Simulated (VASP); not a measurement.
# Ta6HN6F in VASP: further runs

Runs on Ta6HN6F. Level: PBE+D3(BJ). Tasks: single point.

Program: VASP 6.6.1. These are calculated values, not measurements. Logs are shortened: lines on timing, memory, paths and dates and some standing lists are left out, and cuts for length are marked.

## 1. The cell of the first run

The cell holds a slab with vacuum, 14 atoms: a = 5.208 Å, b = 5.208 Å, c = 16.372 Å, α = 90.00°, β = 90.00°, γ = 120.00°.

## 2. Single point, PBE+D3(BJ)

The input, INCAR:

```
SYSTEM = Ta6HN6F
ALGO = Normal
EDIFF = 1E-7
ENCUT = 520
GGA = PE
ISIF = 2
ISMEAR = 0
IVDW = 12
LASPH = .TRUE.
LCHARG = .FALSE.
LREAL = .FALSE.
LWAVE = .FALSE.
NBANDS = 65
NELM = 80
PREC = Accurate
SIGMA = 0.05
```

The input, KPOINTS:

```
k-points
0
G
  2 2 1
  0 0 0
```

The input, POSCAR:

```
Ta6HN6F
1.0
    5.2084950000      0.0000000000      0.0000000000
   -2.6042480000      4.5106890000      0.0000000000
    0.0000000000      0.0000000000     16.3721220000
Ta N F H
6 6 1 1
Direct
    0.0000000000      0.0000000000      0.0610794374
    0.3378124457      0.6737032857      0.1346739903
    0.6728880237      0.3367705022      0.1358769499
    0.0035499631      0.0067266885      0.2370436160
    0.3287135097      0.6622724378      0.3161033127
    0.6694283908      0.3447426768      0.3198937804
    0.3923922361      0.0000000000      0.0610794374
    0.6076078602      0.6076078400      0.0610794374
   -0.0000000964      0.3923921600      0.0610794374
    0.3922947358      0.0014450121      0.2341167504
    0.6195255975      0.6240177498      0.2303089972
    0.0024838514      0.4013792571      0.2323039127
   -0.4690969614      0.1090210387      0.4205895241
   -0.0009115756      0.7167528065      0.3576874763
```

Potentials or basis: VASP PAW PBE potentials, release 64 (Ta_pv, N, F, H).

Launch:

```bash
$ cat potpaw_PBE.64/Ta_pv/POTCAR potpaw_PBE.64/N/POTCAR potpaw_PBE.64/F/POTCAR potpaw_PBE.64/H/POTCAR > POTCAR
$ mpirun -np 1 vasp_std > vasp.out
```

OUTCAR:

```text
SYSTEM = Ta6HN6F
   EDIFF = 1E-7
   ENCUT = 520
   GGA = PE
   ISIF = 2
   ISMEAR = 0
   IVDW = 12
   LASPH = .TRUE.
   LREAL = .FALSE.
   NELM = 80
   PREC = Accurate
 IVDW          = 12

 ion  position               nearest neighbor table
   1  0.000  0.000  0.061-   8 2.04   9 2.04   7 2.04   4 2.88   2 3.22   2 3.23   3 3.23   3 3.24
                             2 3.27   3 3.27
   2  0.338  0.674  0.135-   7 1.98   8 2.01   9 2.03  11 2.25  12 2.27  10 2.27   5 2.97   3 2.99
                             3 3.00   3 3.03   1 3.22   1 3.23   1 3.27   4 3.44   4 3.44   4 3.45
   3  0.673  0.337  0.136-   9 2.00   8 2.02   7 2.04  12 2.23  11 2.26  10 2.28   2 2.99   2 3.00
                             6 3.01   2 3.03   1 3.23   1 3.24   1 3.27   4 3.41   4 3.44   4 3.45
   4  0.004  0.007  0.237-  11 2.00  10 2.04  12 2.06   1 2.88   5 3.23   6 3.28   5 3.29   6 3.30
                             5 3.31   6 3.32   3 3.41   2 3.44   3 3.44   2 3.44   2 3.45   3 3.45
   5  0.329  0.662  0.316-  14 1.99  12 2.08  10 2.11  11 2.15  13 2.65   6 2.97   2 2.97   6 2.98
                             6 3.08   4 3.23   4 3.29   4 3.31
   6  0.669  0.345  0.320-  14 1.94  13 1.96  12 2.15  10 2.16  11 2.17   5 2.97   5 2.98   3 3.01
                             5 3.08   4 3.28   4 3.30   4 3.32
   7  0.392  0.000  0.061-   2 1.98   3 2.04   1 2.04
   8  0.608  0.608  0.061-   2 2.01   3 2.02   1 2.04
   9  1.000  0.392  0.061-   3 2.00   2 2.03   1 2.04
  10  0.392  0.001  0.234-   4 2.04   5 2.11   6 2.16   2 2.27   3 2.28
  11  0.620  0.624  0.230-   4 2.00   5 2.15   6 2.17   2 2.25   3 2.26
  12  0.002  0.401  0.232-   4 2.06   5 2.08   6 2.15   3 2.23   2 2.27
  13  0.531  0.109  0.421-   6 1.96   5 2.65
  14  0.999  0.717  0.358-   6 1.94   5 1.99

  LATTYP: Found a hexagonal cell.
 ALAT       =     5.2084950000
 C/A-ratio  =     3.1433498544

  Lattice vectors:

 A1 = (   5.2084950000,   0.0000000000,   0.0000000000)
 A2 = (  -2.6042480000,   4.5106890000,   0.0000000000)
 A3 = (   0.0000000000,   0.0000000000,  16.3721220000)

Analysis of symmetry for initial positions (statically):
=====================================================================
 Subroutine PRICEL returns:
 Original cell was already a primitive cell.

 Routine SETGRP: Setting up the symmetry group for a
 hexagonal supercell.

 Subroutine GETGRP returns: Found  1 space group operations
 (whereof  1 operations were pure point group operations)
 out of a pool of 24 trial point group operations.

The static configuration has the point symmetry C_1 .

Analysis of symmetry for dynamics (positions and initial velocities):
=====================================================================
 Subroutine PRICEL returns:
[... 133 lines left out ...]
  volume/ion in A,a.u.               =      27.47       185.41
  Fermi-wavevector in a.u.,A,eV,Ry     =   1.058602  2.000467 15.247199  1.120637
  Thomas-Fermi vector in A             =   2.193917
   LORBIT       =      0    0 simple, 1 ext, 2 COOP (PROOUT), +10 PAW based schemes
   GGA     = PE    functional components
   LHFCALC =     F    Hartree Fock is set to
   AEXX    =    0.0000 exact exchange contribution
   IVDW    =    12    specifies the selected vdW correction
   LEPSILON=     F    determine dielectric tensor
   LRPA    =     F    only Hartree local field effects (RPA)
 non-spin polarized calculation
 Gauss-broadening in eV      SIGMA  =   0.05
  energy-cutoff  :      520.00
  volume of cell :      384.65
 maximum number of plane-waves:     10386
 NGX is ok and might be reduce to    40
   NGX = 19   NGY = 19   NGZ = 61

 number of electron     104.0000004 magnetization

 Free energy of the ion-electron system (eV)
  ---------------------------------------------------
  ext. energy  EPLUGINS =         0.00000000
  ---------------------------------------------------
  free energy    TOTEN  =      -136.21901683 eV

  energy without entropy =     -136.21553167  energy(sigma->0) =     -136.21727425

 E-fermi :  -0.1226     XC(G=0):  -6.0426

 val. band max:       -0.1821049812   @ k =   0.5000   0.5000   0.0000
 cond. band min:      -0.0623927569   @ k =   0.0000   0.5000   0.0000
 fundamental gap:      0.1197122243
 Fermi energy:        -0.1226425045

 k-point     1 :       0.0000    0.0000    0.0000
  band No.  band energies     occupation
      1     -35.8783      2.00000
      2     -35.6859      2.00000
      3     -35.6120      2.00000
      4     -35.5790      2.00000
      5     -35.5304      2.00000
      6     -35.5111      2.00000
[... 257 lines left out ...]
     63       3.2680      0.00000
     64       3.3643      0.00000
 [bands above 64 left out]

------------------------ aborting loop because EDIFF is reached ----------------------------------------

 Edisp (eV)   -3.37539

 E8    (eV) :    -1.5830

  FORCE on cell =-STRESS in cart. coord.  units (eV):
  Direction    XX          YY          ZZ          XY          YZ          ZX
  --------------------------------------------------------------------------------------
  -------------------------------------------------------------------------------------
  Total      -5.47513    -3.60075    -1.24834     1.15573    -3.16192     0.03012
  in kB     -22.80578   -14.99836    -5.19976     4.81400   -13.17045     0.12546
  external pressure =      -14.33 kB  Pullay stress =        0.00 kB

 VOLUME and BASIS-vectors are now :
 -----------------------------------------------------------------------------
  energy-cutoff  :      520.00
  volume of cell :      384.65
      direct lattice vectors                 reciprocal lattice vectors
     5.208495000  0.000000000  0.000000000     0.191994041  0.110847832  0.000000000
    -2.604248000  4.510689000  0.000000000     0.000000000  0.221695621  0.000000000
     0.000000000  0.000000000 16.372122000     0.000000000  0.000000000  0.061079437

 POSITION                                       TOTAL-FORCE (eV/Angst)
 -----------------------------------------------------------------------------------
      0.00000      0.00000      1.00000        -0.057281      0.221170      0.762744
      0.00500      3.03887      2.20490         0.000051      0.001292      0.106746
      2.62770      1.51907      2.22459        -0.001477      0.009882      0.044023
      0.00097      0.03034      3.88091        -0.001389      0.056891      0.015378
     -0.01262      2.98731      5.17528         0.004851      0.044672      0.106387
      2.58892      1.55503      5.23734         0.021578      0.183905     -0.171033
      2.04377      0.00000      1.00000        -2.350341      0.135021     -0.136187
      1.58236      2.74073      1.00000         1.259141      1.955136     -0.380743
      4.18661      1.76996      1.00000         1.145776     -1.910391     -0.196904
      2.03950      0.00652      3.83299         0.031561      0.034873      0.030651
      1.60170      2.81475      3.77065        -0.031483      0.006758     -0.043445
     -1.03235      1.81050      3.80331        -0.001979      0.029879      0.007690
      2.48129      0.49176      6.88594         0.017924     -0.750823     -0.197901
      3.33715      3.23305      5.85610        -0.036932     -0.018264      0.052594
 -----------------------------------------------------------------------------------
    total drift:                               -0.000389     -0.000458      0.000468

  FREE ENERGIE OF THE ION-ELECTRON SYSTEM (eV)
  ---------------------------------------------------
  free  energy   TOTEN  =      -139.5944079808 eV

  energy  without entropy=     -139.5909228272  energy(sigma->0) =     -139.59266540
```

stdout:

```text
POSCAR found type information on POSCAR TaN F H
 POSCAR found :  4 types and      14 ions
 scaLAPACK will be used
 LDA part: xc-table for (Slater+PW92), standard interpolation
 POSCAR, INCAR and KPOINTS ok, starting setup
 FFT: planning ... GRIDC
 FFT: planning ... GRID_SOFT
 FFT: planning ... GRID
 WAVECAR not read
 entering main loop
```

Run time: 3.5 min. Hardware: 1 thread of Intel Xeon Platinum 8488C (Sapphire Rapids), shared host; peak memory 0.54 GiB.

Results:

```yaml
Free_energy: -139.5944 eV
Largest_force: 2.358 eV/Å
Band_gap_on_the_k_mesh: zero (bands 52 and 53 overlap by 0.12 eV)
Dispersion_energy_per_atom: -0.241 eV
```

Forces on the atoms (eV/Å):
```
Ta  -0.057  0.221  0.763
Ta   0.000  0.001  0.107
Ta  -0.001  0.010  0.044
Ta  -0.001  0.057  0.015
Ta   0.005  0.045  0.106
Ta   0.022  0.184 -0.171
N   -2.350  0.135 -0.136
N    1.259  1.955 -0.381
N    1.146 -1.910 -0.197
N    0.032  0.035  0.031
N   -0.031  0.007 -0.043
N   -0.002  0.030  0.008
F    0.018 -0.751 -0.198
H   -0.037 -0.018  0.053
```

Levels at points of the mesh, in eV from the Fermi level:
| k point | band 50 | band 51 | band 52 | band 53 | band 54 | band 55 |
| --- | --- | --- | --- | --- | --- | --- |
| (0.00, 0.00, 0.00) | -0.81 | -0.34 | -0.15 | 0.10 | 0.36 | 1.00 |
| (0.50, 0.00, 0.00) | -1.10 | -0.80 | -0.26 | 0.24 | 0.53 | 1.35 |
| (0.00, 0.50, 0.00) | -1.35 | -0.81 | 0.06 | 0.24 | 0.68 | 0.81 |
| (0.50, 0.50, 0.00) | -1.28 | -0.53 | -0.44 | -0.06 | 0.42 | 1.41 |

Caveat: the k points lie up to 0.70 Å⁻¹ apart; there is no dipole correction, which matters where the two faces differ; spin-orbit coupling is left out, which moves the levels of the heavy elements.

## 3. Single point, PBE+D3(BJ)

The input, INCAR:

```
SYSTEM = Ta6HN6F
PREC     = Accurate       ! precision mode
ENCUT    = 520            ! plane-wave cutoff, eV
EDIFF    = 1E-6           ! SCF threshold, eV
ISMEAR   = 0              ! smearing method
SIGMA    = 0.05           ! smearing width, eV
LREAL    = .False.        ! projectors in reciprocal space
LASPH    = .True.         ! aspherical terms in the spheres
NELM     = 100            ! most SCF steps
ALGO     = Normal         ! electronic algorithm
ISIF     = 2              ! what is computed and relaxed
LWAVE    = .False.        ! write WAVECAR
LCHARG   = .False.        ! write CHGCAR
GGA      = PE             ! functional
IVDW     = 12             ! dispersion correction
NBANDS   = 65             ! bands
```

The input, KPOINTS:

```
Automatic mesh
0
Gamma
  2 2 1
  0 0 0
```

The input, POSCAR:

```
Ta6HN6F
1.0
    5.2084950000      0.0000000000      0.0000000000
   -2.6042480000      4.5106890000      0.0000000000
    0.0000000000      0.0000000000     16.3721220000
Ta N F H
6 6 1 1
Direct
    0.0000000000      0.0000000000      0.0610794374
    0.3326358957      0.6664017404      0.1339328524
    0.6672410958      0.3347971895      0.1351008745
   -0.0002997493      0.0000336977      0.2361850834
    0.3252081908      0.6525278067      0.3141441897
    0.6562785609      0.3224848798      0.3270265150
    0.3923922361      0.0000000000      0.0610794374
    0.6076078602      0.6076078400      0.0610794374
   -0.0000000964      0.3923921600      0.0610794374
    0.3867455240     -0.0067980745      0.2318770285
    0.6123088581      0.6110246129      0.2310527615
    0.0009786722      0.3931643259      0.2313966387
   -0.3939466018      0.2699789323      0.4418344794
    0.0102190514      0.7239605745      0.3553656026
```

Potentials or basis: VASP PAW PBE potentials, release 64 (Ta_pv, N, F, H).

Launch:

```bash
$ cat potpaw_PBE.64/Ta_pv/POTCAR potpaw_PBE.64/N/POTCAR potpaw_PBE.64/F/POTCAR potpaw_PBE.64/H/POTCAR > POTCAR
$ mpirun -np 1 vasp_std > vasp.out
```

Wall time 3.5 min (1 thread of Intel Xeon Platinum 8488C (Sapphire Rapids), shared host); peak memory 0.53 GiB.

Results (log left out):

| Item | Value |
| --- | --- |
| Free energy | -139.3381 eV |
| Largest force | 2.333 eV/Å |
| Band gap on the k mesh | 0.24 eV |
| Dispersion energy per atom | -0.240 eV |

Forces on the atoms (eV/Å):
```
Ta   0.113  0.045  0.603
Ta   0.002  0.001  0.077
Ta   0.002 -0.004  0.073
Ta  -0.003  0.006 -0.004
Ta   0.007  0.002  0.062
Ta   0.013  0.026 -0.164
N   -2.314  0.045 -0.226
N    1.197  1.970 -0.361
N    0.999 -2.053 -0.251
N    0.019  0.008 -0.003
N   -0.001 -0.021 -0.006
N   -0.017  0.001 -0.007
F   -0.014 -0.027  0.198
H   -0.004  0.000  0.008
```

Levels at points of the mesh, in eV from the valence-band top:
```tsv
k point	band 50	band 51	band 52	band 53	band 54	band 55
(0.00, 0.00, 0.00)	-0.68	-0.23	-0.18	0.43	0.47	0.92
(0.50, 0.00, 0.00)	-1.01	-0.74	-0.22	0.32	0.72	1.03
(0.00, 0.50, 0.00)	-1.19	-0.84	-0.02	0.24	0.31	1.03
(0.50, 0.50, 0.00)	-1.28	-0.60	0.00	0.24	0.73	1.07
```

Caveat: the k points lie up to 0.70 Å⁻¹ apart; there is no dipole correction, which matters where the two faces differ; spin-orbit coupling is left out, which moves the levels of the heavy elements.

The gap in the log of VASP goes by the Fermi energy; the results here count the filled bands.